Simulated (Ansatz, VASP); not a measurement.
B in VASP and in Ansatz

```xyz
7
Lattice="2.4741 0.0000 0.0000 -1.2371 2.1427 0.0000 0.0000 0.0000 9.6652" Properties=species:S:1:pos:R:3 pbc="T T T"
B     1.2371    0.7142    6.2133
B     0.0000    0.0000    7.5941
B     1.2371    0.7142    8.9748
B     0.0000    1.4284    0.6904
B     0.0000    0.0000    2.0711
B     0.0000    1.4284    3.4518
B     0.0000    0.0000    4.8326
```

Alike in both runs: task single point; functional PBE; k mesh 6 × 6 × 2; occupations gaussian, width 0.1 eV; no spin polarisation.

|  | VASP | Ansatz |
| --- | --- | --- |
| version | VASP 6.6.1 | Ansatz 0.2.0 |
| potentials or method | VASP PAW PBE potentials, release 64 (B), cutoff 520 eV | scalar-relativistic, plane waves, PAW |
| valence electrons in the cell | 21 | 21 |

```csv
,VASP,Ansatz,Ansatz less VASP
gap on the k mesh at the Fermi level (eV),none,none,-
pressure (GPa),-18.1,-18.1,+0.01
"traceless stress, the component that is largest in VASP (GPa)",-6.30,-6.32,-0.019
rms of the force components (eV/Å),0.075,0.075,0.0000
```

Atom by atom the forces differ by 0.000 eV/Å (rms over components). A gap of «none» marks a metal or a gap that the smearing closes. With one functional, cell and mesh, what is left measures potentials, basis and numerics.

The k mesh is coarse, so the values compare programs but aren't converged.
